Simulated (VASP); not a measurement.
Wanted: the native input for a VASP 6.6.1 run.

```yaml
Task: single point
Functional: PBE
Potentials_or_basis: VASP PAW PBE potentials, release 64 (Zr_sv, N)
Cutoff: 600 eV
k_mesh: 20 × 20 × 20
Occupations: fermi-dirac, width 0.15 eV
Spin: no spin polarisation
Dipole_correction: no
Further_INCAR_settings: ALGO = Normal; EDIFF = 1e-06; NBANDS = 16
```

The structure of ZrN lies in POSCAR:

```
ZrN
1.0
    0.0000000000      2.2978868675      2.2978868675
    2.2978868675      0.0000000000      2.2978868675
    2.2978868675      2.2978868675      0.0000000000
Zr N
1 1
Direct
    0.0000000000      0.0000000000      0.0000000000
    0.5000000000      0.5000000000      0.5000000000
```

These files were run (other wordings do the same):

INCAR

```
  ALGO = Normal
  EDIFF = 1E-6
  ENCUT = 600
  GGA = PE
  GGA_COMPAT = F
  ISIF = 2
  ISMEAR = -1
  LASPH = T
  LCHARG = F
  LREAL = F
  LWAVE = F
  NBANDS = 16
  NELM = 120
  PREC = Accurate
  SIGMA = 0.15
```

KPOINTS

```
k-points
0
Gamma
  20 20 20
```

Potentials or basis: VASP PAW PBE potentials, release 64 (Zr_sv, N).

Command:

```bash
$ cat potpaw_PBE.64/Zr_sv/POTCAR potpaw_PBE.64/N/POTCAR > POTCAR
$ mpirun -np 1 vasp_std > vasp.out
```

Results of the run:

```json
{
 "Pressure": "0.1 GPa",
 "Band gap on the k mesh": "zero (an odd number of electrons rules out a gap without spin polarisation)"
}
```

Wall time 3.4 min on 1 thread of Intel Xeon 8259CL, with other jobs on the host, peak memory 0.26 GiB.
